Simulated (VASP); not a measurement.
# Si (a cell with a defect) in VASP: a series of runs

Si (a cell with a defect) is run at these levels: PBE+D3(BJ); tasks: single point.

All numbers are computed with VASP 6.6.1; they aren't measurements. Logs are shortened: lines on timing, memory, paths and dates and some standing lists are left out, and cuts for length are marked.

## (1) The cell of the first run

The cell holds a defect, 17 atoms: a = 7.679 Å, b = 7.679 Å, c = 7.679 Å, α = 60.00°, β = 60.00°, γ = 60.00°.

## (2) Single point, PBE+D3(BJ)

INCAR

```
SYSTEM = Si
  PREC = Accurate
  ENCUT = 520
  EDIFF = 1E-6
  ISMEAR = 0
  SIGMA = 0.05
  LREAL = Auto
  LASPH = .True.
  NELM = 80
  ALGO = Normal
  ISIF = 2
  LWAVE = .False.
  LCHARG = .True.
  GGA = PE
  IVDW = 12
  LELF = .True.
  LVHAR = .True.
  NBANDS = 48
```

KPOINTS

```
regular mesh
0
Gamma
  2 2 2
  0 0 0
```

POSCAR

```
Si
1.0
    0.0000000000      5.4300000000      5.4300000000
    5.4300000000      0.0000000000      5.4300000000
    5.4300000000      5.4300000000      0.0000000000
Si
17
Direct
   -0.0153466851     -0.0144288214      0.0441172192
    0.1274306630      0.1283161142      0.1300494475
    0.0065011971      0.0073584715      0.5080094843
    0.1092027624      0.1101248619      0.6704580110
    0.0088965009      0.4998036832     -0.0085904236
    0.1274311234      0.6141173112      0.1300488029
    0.0065029466      0.4780419890      0.5080086556
    0.1423759669      0.6189214549      0.6196934622
    0.4989064457      0.0098007366     -0.0086151013
    0.6132082873      0.1283484346      0.1300088398
    0.4771067219      0.0074221915      0.5079627072
    0.6180274401      0.1432705341      0.6196784530
    0.4989066298      0.4998215470     -0.0086156538
    0.6354336096      0.6363411602      0.0917967772
    0.5108112339      0.5117154696      0.4656696133
    0.6180272560      0.6189357274      0.6196784530
    0.8500272560      0.8509920810      0.4478972376
```

Potentials or basis: VASP PAW PBE potentials, release 64 (Si).

The run is started by

```console
$ cat potpaw_PBE.64/Si/POTCAR > POTCAR
$ mpirun -np 1 vasp_std > vasp.out
```

OUTCAR:

```text
SYSTEM = Si
   PREC = Accurate
   ENCUT = 520
   EDIFF = 1E-6
   ISMEAR = 0
   LREAL = Auto
   LASPH = .True.
   NELM = 80
   ISIF = 2
   GGA = PE
   IVDW = 12
 IVDW          = 12

 ion  position               nearest neighbor table
   1  0.985  0.986  0.044-  10 2.34   6 2.34   2 2.34   4 2.34  17 2.53
   2  0.127  0.128  0.130-   9 2.33   5 2.33   1 2.34   3 2.37  17 3.03
   3  0.007  0.007  0.508-   4 2.32   2 2.37  17 2.38   8 2.44  12 2.44
   4  0.109  0.110  0.670-  11 2.32   3 2.32   7 2.32   1 2.34
   5  0.009  0.500  0.991-   6 2.33   2 2.33   8 2.33  14 2.35
   6  0.127  0.614  0.130-  13 2.33   5 2.33   1 2.34   7 2.37  17 3.03
   7  0.007  0.478  0.508-   4 2.32   6 2.37  17 2.38   8 2.44  16 2.44
   8  0.142  0.619  0.620-  15 2.32   5 2.33   3 2.44   7 2.44  17 2.56
   9  0.499  0.010  0.991-  10 2.33   2 2.33  12 2.33  14 2.35
  10  0.613  0.128  0.130-  13 2.33   9 2.33   1 2.34  11 2.37  17 3.03
  11  0.477  0.007  0.508-   4 2.32  10 2.37  17 2.38  12 2.44  16 2.44
  12  0.618  0.143  0.620-  15 2.32   9 2.33   3 2.44  11 2.44  17 2.56
  13  0.499  0.500  0.991-  10 2.33   6 2.33  16 2.33  14 2.35
  14  0.635  0.636  0.092-  15 2.34  13 2.35   9 2.35   5 2.35
  15  0.511  0.512  0.466-   8 2.32  12 2.32  16 2.32  14 2.34
  16  0.618  0.619  0.620-  15 2.32  13 2.33   7 2.44  11 2.44  17 2.56
  17  0.850  0.851  0.448-  11 2.38   7 2.38   3 2.38   1 2.53  16 2.56  12 2.56   8 2.56  10 3.03
                             6 3.03   2 3.03

  LATTYP: Found a face centered cubic cell.
 ALAT       =    10.8600000000

  Lattice vectors:

 A1 = (   0.0000000000,   5.4300000000,   5.4300000000)
 A2 = (   5.4300000000,   0.0000000000,   5.4300000000)
 A3 = (   5.4300000000,   5.4300000000,   0.0000000000)

Analysis of symmetry for initial positions (statically):
=====================================================================
 Subroutine PRICEL returns:
 Original cell was already a primitive cell.

 Routine SETGRP: Setting up the symmetry group for a
 face centered cubic supercell.

 Subroutine GETGRP returns: Found  2 space group operations
 (whereof  1 operations were pure point group operations)
 out of a pool of 48 trial point group operations.

The static configuration has the point symmetry C_1 .
 The point group associated with its full space group is C_1h.

Analysis of symmetry for dynamics (positions and initial velocities):
=====================================================================
 Subroutine PRICEL returns:
 Original cell was already a primitive cell.

 Routine SETGRP: Setting up the symmetry group for a
 face centered cubic supercell.

 Subroutine GETGRP returns: Found  2 space group operations
 (whereof  1 operations were pure point group operations)
 out of a pool of 48 trial point group operations.

[... 124 lines left out ...]
   NUPDOWN=      -1.0000    fix difference up-down
   EMIN   =  10.00;   EMAX   =-10.00  energy-range for DOS
   EFERMI =   0.00;   METHOD = LEGACY
   ISMEAR =     0;   SIGMA  =   0.05  broadening in eV -4-tet -1-fermi 0-gaus
   EFERMI_NEDOS =   21; number of points for ismear=-14 and -15
   IALGO  =     38    algorithm
   IMIX   =      4    mixing-type and parameters
     AMIX     =   0.40;   BMIX     =  1.00
     AMIX_MAG =   1.60;   BMIX_MAG =  1.00
  volume/ion in A,a.u.               =      18.84       127.11
  Fermi-wavevector in a.u.,A,eV,Ry     =   0.976715  1.845724 12.979587  0.953973
  Thomas-Fermi vector in A             =   2.107356
   LORBIT       =      0    0 simple, 1 ext, 2 COOP (PROOUT), +10 PAW based schemes
   GGA     = PE    functional components
   LHFCALC =     F    Hartree Fock is set to
   AEXX    =    0.0000 exact exchange contribution
   IVDW    =    12    specifies the selected vdW correction
   LEPSILON=     F    determine dielectric tensor
   LRPA    =     F    only Hartree local field effects (RPA)
 non-spin polarized calculation
 Gauss-broadening in eV      SIGMA  =   0.05
  energy-cutoff  :      520.00
  volume of cell :      320.21
 maximum number of plane-waves:      8646
 NGX is ok and might be reduce to    60
   NGX = 29   NGY = 29   NGZ = 29

 number of electron      68.0000000 magnetization

 Free energy of the ion-electron system (eV)
  ---------------------------------------------------
  ext. energy  EPLUGINS =         0.00000000
  ---------------------------------------------------
  free energy    TOTEN  =       -87.79922933 eV

  energy without entropy =      -87.78917486  energy(sigma->0) =      -87.79420210

 E-fermi :   6.8524     XC(G=0):  -9.6866

 val. band max:        6.7661503152   @ k =   0.0000   0.0000   0.0000
 cond. band min:       6.8671089204   @ k =   0.5000   0.0000   0.5000
 fundamental gap:      0.1009586052
 Fermi energy:         6.8524498195

 k-point     1 :       0.0000    0.0000    0.0000
  band No.  band energies     occupation
      1      -6.2779      2.00000
      2      -3.8423      2.00000
      3      -3.6261      2.00000
      4      -3.6260      2.00000
      5      -3.4852      2.00000
      6      -2.7009      2.00000
[... 283 lines left out ...]
     45      10.1756      0.00000
     46      10.4042      0.00000
 [bands above 46 left out]

------------------------ aborting loop because EDIFF is reached ----------------------------------------

 Edisp (eV)   -5.64474

 E8    (eV) :    -2.3352

  FORCE on cell =-STRESS in cart. coord.  units (eV):
  Direction    XX          YY          ZZ          XY          YZ          ZX
  --------------------------------------------------------------------------------------
  -------------------------------------------------------------------------------------
  Total       3.89587     3.89436     3.89587    -0.99608     0.99608     0.99335
  in kB      19.49330    19.48577    19.49330    -4.98397     4.98397     4.97033
  external pressure =       19.49 kB  Pullay stress =        0.00 kB

 VOLUME and BASIS-vectors are now :
 -----------------------------------------------------------------------------
  energy-cutoff  :      520.00
  volume of cell :      320.21
      direct lattice vectors                 reciprocal lattice vectors
     0.000000000  5.430000000  5.430000000    -0.092081031  0.092081031  0.092081031
     5.430000000  0.000000000  5.430000000     0.092081031 -0.092081031  0.092081031
     5.430000000  5.430000000  0.000000000     0.092081031  0.092081031 -0.092081031

 POSITION                                       TOTAL-FORCE (eV/Angst)
 -----------------------------------------------------------------------------------
      5.59121      5.58622     10.69832        -0.034978     -0.034043      0.034978
      1.40293      1.39812      1.38871         0.000076     -0.000798     -0.033078
      2.79845      2.79379      0.07526         0.022131      0.021998     -0.039780
      4.23856      4.23356      1.19095        -0.011542     -0.012358      0.011542
      8.09729      5.43166      2.76224         0.016431      0.009577     -0.016431
      4.04082      1.39812      4.02661         0.033078     -0.000798     -0.000076
[... 9 lines left out ...]
      6.72567      6.72074      6.71671         0.042829      0.043495      0.026152
      7.05297      7.04773      9.23653        -0.314465     -0.313752      0.314465
 -----------------------------------------------------------------------------------
    total drift:                                0.004658      0.003438     -0.003351

  FREE ENERGIE OF THE ION-ELECTRON SYSTEM (eV)
  ---------------------------------------------------
  free  energy   TOTEN  =       -93.4439670647 eV

  energy  without entropy=      -93.4339125977  energy(sigma->0) =      -93.43893983
```

stdout:

```text
POSCAR found type information on POSCAR Si
 POSCAR found :  1 types and      17 ions
 scaLAPACK will be used
 LDA part: xc-table for (Slater+PW92), standard interpolation
 POSCAR, INCAR and KPOINTS ok, starting setup
 FFT: planning ... GRIDC
 FFT: planning ... GRID_SOFT
 FFT: planning ... GRID
 WAVECAR not read
 entering main loop
```

Run time: 2 min. Hardware: 1 thread of AMD EPYC 9R45 (Zen 5), shared host; peak memory 0.43 GiB.

What came out:

| Item | Value |
| --- | --- |
| Free energy | -93.4440 eV |
| Pressure | 1.9 GPa |
| Largest force | 0.544 eV/Å |
| Band gap on the k mesh | zero (bands 34 and 35 overlap by 0.10 eV) |
| Dispersion energy per atom | -0.332 eV |

Forces in eV/Å, atoms in the order of the input:
```
Si  -0.035 -0.034  0.035
Si   0.000 -0.001 -0.033
Si   0.022  0.022 -0.040
Si  -0.012 -0.012  0.012
Si   0.016  0.010 -0.016
Si   0.033 -0.001  0.000
Si   0.040  0.022 -0.022
Si   0.044 -0.025 -0.044
Si   0.012  0.017 -0.017
Si   0.000  0.034  0.000
Si   0.024  0.039 -0.024
Si  -0.026  0.043 -0.043
Si   0.017  0.017 -0.012
Si   0.066  0.066 -0.066
Si   0.071  0.072 -0.071
Si   0.043  0.043  0.026
Si  -0.314 -0.314  0.314
```

Stress tensor (GPa, compression positive):
```
 1.95 -0.50  0.50
-0.50  1.95  0.50
 0.50  0.50  1.95
```

Levels at points of the mesh, in eV from the Fermi level:
```csv
k point,band 31,band 32,band 33,band 34,band 35,band 36,band 37,band 38
"(0.00, 0.00, 0.00)",-0.93,-0.74,-0.74,-0.45,-0.09,-0.09,0.14,0.14
"(0.50, 0.00, 0.00)",-1.44,-1.41,-1.15,-0.18,0.21,0.81,0.86,0.93
"(0.00, 0.50, 0.00)",-1.44,-1.41,-1.15,-0.18,0.21,0.81,0.86,0.93
"(0.00, 0.00, 0.50)",-1.51,-1.35,-1.35,-0.29,0.42,0.42,1.12,1.12
"(0.50, 0.50, 0.00)",-1.96,-1.80,-0.86,0.01,0.52,1.19,1.29,1.29
"(0.50, 0.00, 0.50)",-1.96,-1.80,-0.86,0.01,0.52,1.19,1.29,1.29
```

Caveat: the k points lie up to 0.50 Å⁻¹ apart.

## (3) Single point, PBE+D3(BJ)

INCAR

```
SYSTEM = Si
ALGO     = Normal         ! electronic algorithm
EDIFF    = 1E-6           ! SCF threshold, eV
ENCUT    = 520            ! plane-wave cutoff, eV
GGA      = PE             ! functional
ISIF     = 2              ! what is computed and relaxed
ISMEAR   = 0              ! smearing method
IVDW     = 12             ! dispersion correction
LASPH    = .True.         ! aspherical terms in the spheres
LCHARG   = .False.        ! write CHGCAR
LREAL    = Auto         
LWAVE    = .False.        ! write WAVECAR
NBANDS   = 48             ! bands
NELM     = 60             ! most SCF steps
PREC     = Accurate       ! precision mode
SIGMA    = 0.05           ! smearing width, eV
```

KPOINTS

```
k-points
0
Gamma
  2 2 2
  0 0 0
```

POSCAR

```
Si
1.0
    0.0000000000      5.4300000000      5.4300000000
    5.4300000000      0.0000000000      5.4300000000
    5.4300000000      5.4300000000      0.0000000000
Si
17
Direct
   -0.0118968692     -0.0119018416      0.0350885820
    0.1254492634      0.1254369245      0.1338835175
    0.0061933702      0.0061823204      0.5056073665
    0.1128524862      0.1128419890      0.6608545120
    0.0108399632      0.4970587477     -0.0055685083
    0.1254536832      0.6146183241      0.1338809392
    0.0061940147      0.4814078269      0.5056056169
    0.1472077348      0.6178491713      0.6164756906
    0.4970690608      0.0108353591     -0.0055731123
    0.6146246777      0.1254441989      0.1338810313
    0.4814199816      0.0061829650      0.5056045120
    0.6178599448      0.1471964088      0.6164761510
    0.4970732044      0.4970617864     -0.0055787293
    0.6394193370      0.6394165746      0.0811388582
    0.5149880295      0.5149745856      0.4544620626
    0.6178697053      0.6178590239      0.6164733886
    0.7740570902      0.7740471455      0.6772552486
```

Potentials or basis: VASP PAW PBE potentials, release 64 (Si).

The run is started by

```console
$ cat potpaw_PBE.64/Si/POTCAR > POTCAR
$ mpirun -np 1 vasp_std > vasp.out
```

It took 2.5 min on 1 thread of AMD EPYC 9R45 (Zen 5), shared host; peak memory 0.43 GiB.

It converged, with:

* Free energy: -93.4418 eV
* Pressure: 1.9 GPa
* Largest force: 0.535 eV/Å
* Band gap on the k mesh: zero (bands 34 and 35 overlap by 0.10 eV)
* Dispersion energy per atom: -0.332 eV

Forces on the atoms (eV/Å):
```
Si  -0.084 -0.084  0.084
Si  -0.025 -0.026  0.006
Si  -0.036 -0.036 -0.015
Si  -0.074 -0.074  0.072
Si  -0.001 -0.009  0.002
Si  -0.007 -0.026  0.025
Si   0.015 -0.035  0.036
Si  -0.011 -0.040  0.012
Si  -0.009 -0.001  0.002
Si  -0.025 -0.007  0.025
Si  -0.035  0.015  0.036
Si  -0.040 -0.012  0.012
Si  -0.001 -0.001  0.010
Si   0.025  0.025 -0.025
Si   0.013  0.013 -0.014
Si  -0.011 -0.011  0.041
Si   0.309  0.309 -0.309
```

Stress tensor (GPa, compression positive):
```
 1.93 -0.50  0.50
-0.50  1.93  0.50
 0.50  0.50  1.93
```

Levels at points of the mesh, in eV from the Fermi level:
```tsv
k point	band 30	band 31	band 32	band 33	band 34	band 35	band 36	band 37	band 38	band 39
(0.00, 0.00, 0.00)	-1.60	-0.94	-0.74	-0.74	-0.44	-0.09	-0.09	0.14	0.14	0.52
(0.50, 0.00, 0.00)	-1.53	-1.44	-1.41	-1.15	-0.18	0.22	0.81	0.85	0.93	1.31
(0.00, 0.50, 0.00)	-1.53	-1.44	-1.41	-1.15	-0.18	0.22	0.81	0.85	0.93	1.31
(0.00, 0.00, 0.50)	-1.51	-1.51	-1.35	-1.35	-0.29	0.42	0.42	1.13	1.13	1.20
(0.50, 0.50, 0.50)	-1.53	-1.44	-1.41	-1.15	-0.18	0.22	0.81	0.85	0.93	1.31
(0.50, 0.50, 0.00)	-2.01	-1.96	-1.80	-0.87	0.01	0.52	1.19	1.29	1.29	1.92
(0.00, 0.50, 0.50)	-2.01	-1.96	-1.80	-0.86	0.01	0.52	1.19	1.29	1.29	1.92
(0.50, 0.00, 0.50)	-2.01	-1.96	-1.80	-0.87	0.01	0.52	1.19	1.29	1.29	1.92
```

Caveat: the k points lie up to 0.50 Å⁻¹ apart.

The gap in the log of VASP goes by the Fermi energy; the results here count the filled bands.